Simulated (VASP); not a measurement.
Crystal: Mo.

```xyz
1
Lattice="2.7355 0.0000 0.0000 -1.3678 2.3690 0.0000 0.0000 0.0000 2.5552" Properties=species:S:1:pos:R:3 pbc="T T T"
Mo    0.0000    0.0000    1.2776
```

- Program: VASP 6.6.1
- Task: relaxation of cell and atoms
- Functional: PBEsol
- Dispersion: D3(BJ)
- Potentials or basis: VASP PAW PBE potentials, release 64 (Mo_sv)
- Cutoff: 600 eV
- k mesh: 14 × 14 × 13
- Occupations: gaussian, width 0.1 eV
- Spin: no spin polarisation

At the start: pressure -9.6 GPa; volume 16.56 Å³/atom.

Q: How do energy, volume and symmetry change on relaxing?

A: Over 7 steps the energy falls by 24.9 meV/atom and the volume is 15.84 Å³/atom (-4.3 %); space group P6/mmm (No. 191, to 0.05 Å).

Step by step:
```csv
step,energy change (eV),largest force (eV/Å),pressure (GPa),volume (Å³)
1,0.0000,0.0000,-9.60,16.56
2,0.1127,0.0000,30.41,14.29
3,-0.0241,0.0000,0.04,15.85
4,-0.0241,0.0000,0.26,15.84
5,-0.0241,0.0000,0.47,15.82
6,-0.0247,0.0000,-0.13,15.85
7,-0.0249,0.0000,-0.03,15.84
```

Final structure:
```
CELL_PARAMETERS angstrom
2.71071 0.00000 0.00000
-1.35536 2.34755 0.00000
0.00000 0.00000 2.48994
ATOMIC_POSITIONS crystal
Mo 0.00000 0.00000 0.50000
```

Caveat: the PAW data sets were made with another functional, which shifts forces and pressure a little; pairwise dispersion overbinds metals, which lowers pressure and volume.
